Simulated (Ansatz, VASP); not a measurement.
# Mo2SeS3: VASP beside Ansatz

```
Mo Se S
1.0
     3.15264    0.00000    0.00000
    -1.57632    2.73027    0.00000
     0.00000    0.00000   12.23769
Mo Se S
2 1 3
Direct
  0.66667 0.33333 0.24733
  0.33333 0.66667 0.75753
  0.66667 0.33333 0.61817
  0.33333 0.66667 0.37338
  0.66667 0.33333 0.88252
  0.33333 0.66667 0.12107
```

Alike in both runs: functional LDA; k mesh 12 × 12 × 4; occupations gaussian, width 0.02 eV; no spin polarisation.

Ansatz relaxed the structure, and its values are those at the end. VASP's run is a single point on that final structure, the one shown.

```csv
,VASP,Ansatz
version,VASP 6.6.1,Ansatz 0.2.0
potentials or method,"VASP PAW LDA potentials, release 64 (Mo_sv, Se, S), cutoff 520 eV","scalar-relativistic, plane waves, PAW"
valence electrons in the cell,52,62
```

Ansatz gave:

| Property | Result |
| --- | --- |
| gap on the k mesh at the Fermi level (eV) | 0.67 |
| least direct gap on the mesh (eV) | 1.40 |
| pressure (GPa) | 0.0 |
| rms of the force components (eV/Å) | 0.000 |

What did VASP give for the same quantities?

gap on the k mesh at the Fermi level (eV): 0.68; least direct gap on the mesh (eV): 1.42; pressure (GPa): 0.3; rms of the force components (eV/Å): 0.024.

LDA's correlation is that of Perdew and Zunger in VASP and of Perdew and Wang (1992) in Ansatz. VASP's potentials hold 52 valence electrons a cell and Ansatz's 62, so a difference there can come from the potentials and not from the codes.
